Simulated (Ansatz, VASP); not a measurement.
# TiO2: VASP beside Ansatz

```
CELL_PARAMETERS angstrom
4.59984 0.00000 0.00000
0.00000 4.59984 0.00000
0.00000 0.00000 2.95921
ATOMIC_POSITIONS crystal
Ti 0.00000 0.00000 0.50000
Ti 0.50000 0.50000 0.00000
O 0.30432 0.30432 0.50000
O 0.19568 0.80432 0.00000
O 0.80432 0.19568 0.00000
O 0.69568 0.69568 0.50000
```

Alike in both runs: task single point; functional PBE; dispersion D4; k mesh 6 × 6 × 9; occupations fermi-dirac, width 0.05 eV; no spin polarisation.

|  | VASP | Ansatz |
| --- | --- | --- |
| version | VASP 6.6.1 | Ansatz 0.2.0 |
| potentials or method | VASP PAW PBE potentials, release 64 (Ti_sv, O) | Ansatz PAW |
| plane-wave cutoff (eV) | 520 | 420 |
| valence electrons in the cell | 48 | 48 |

Ansatz gave:

```
gap on the k mesh at the Fermi level (eV)                     : 1.87
least direct gap on the mesh (eV)                             : 1.87
pressure (GPa)                                                : 0.2
traceless stress, the component that is largest in VASP (GPa) : -0.53
rms of the force components (eV/Å)                            : 0.011
```

What did VASP give for the same quantities?

gap on the k mesh at the Fermi level (eV): 1.84; least direct gap on the mesh (eV): 1.84; pressure (GPa): 0.9; traceless stress, the component that is largest in VASP (GPa): -0.33; rms of the force components (eV/Å): 0.001.

Atom by atom the forces differ by 0.012 eV/Å (rms over components).

Noted on Ansatz's run: odd divisions of the mesh miss points on the zone boundary, where band edges often lie, so the gap on the mesh can be too wide.
